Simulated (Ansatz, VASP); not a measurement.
**Two plane-wave programs on Si3Sn**

Contents of INCAR:

```
PREC = Accurate
ENCUT = 520
EDIFF = 1E-7
ISMEAR = -1
SIGMA = 0.02
LREAL = F
LASPH = T
NELM = 100
ALGO = Normal
ISIF = 2
LWAVE = F
LCHARG = F
GGA = PE
NBANDS = 21
```

The input KPOINTS:

```
regular mesh
0
Gamma
  6 6 4
```

File POSCAR:

```
Si3Sn
1.0
    4.0376389216      0.0000000000      0.0000000000
    0.0000000000      4.0376389216      0.0000000000
    0.0000000000      0.0000000000      5.7486207076
Si Sn
3 1
Direct
    0.5000000000      0.0000000000      0.7746010647
    0.5000000000      0.5000000000      0.0000000000
    0.0000000000      0.5000000000      0.2253989353
    0.0000000000      0.0000000000      0.5000000000
```

Input for Ansatz:

```yaml
crystal:
  lattice:
    - [4.0376389216, 0.0, 0.0]
    - [0.0, 4.0376389216, 0.0]
    - [0.0, 0.0, 5.7486207076]
  atoms:
    - { symbol: Si, position: [0.5, 0.0, 0.7746010647] }
    - { symbol: Si, position: [0.5, 0.5, 0.0] }
    - { symbol: Si, position: [0.0, 0.5, 0.2253989353] }
    - { symbol: Sn, position: [0.0, 0.0, 0.5] }
kpoints:
  mp_grid: { grid: [6, 6, 4] }
  band_path:
    path:
      - [[0.0, 0.0, 0.0], [0.0, 0.5, 0.0], [0.5, 0.5, 0.0], [0.0, 0.0, 0.0], [0.0, 0.0, 0.5], [0.0, 0.5, 0.5], [0.5, 0.5, 0.5], [0.0, 0.0, 0.5]]
      - [[0.0, 0.5, 0.0], [0.0, 0.5, 0.5]]
      - [[0.5, 0.5, 0.0], [0.5, 0.5, 0.5]]
    npoints: 10
hamiltonian:
  xc: pbe
scf:
  occupations: { method: fermi_dirac, width: 0.02 }
  n_extra_bands: 5
output:
  forces: true
  stress: true
  eigenvalues: true
```

Alike in both runs: task single point; functional PBE; k mesh 6 × 6 × 4; occupations fermi-dirac, width 0.02 eV; no spin polarisation.

```csv
,VASP,Ansatz
version,VASP 6.6.1,Ansatz 0.2.0
potentials or method,"VASP PAW PBE potentials, release 64 (Si, Sn_d)","plane waves, PAW"
plane-wave cutoff (eV),520,420
valence electrons in the cell,26,26
```

|  | VASP | Ansatz | Ansatz less VASP |
| --- | --- | --- | --- |
| pressure (GPa) | 1.4 | 1.5 | +0.09 |
| rms of the force components (eV/Å) | 0.034 | 0.035 | +0.0016 |

Atom by atom the forces differ by 0.002 eV/Å (rms over components). The functional is the same, so the differences come from potentials, cutoffs and numerics.
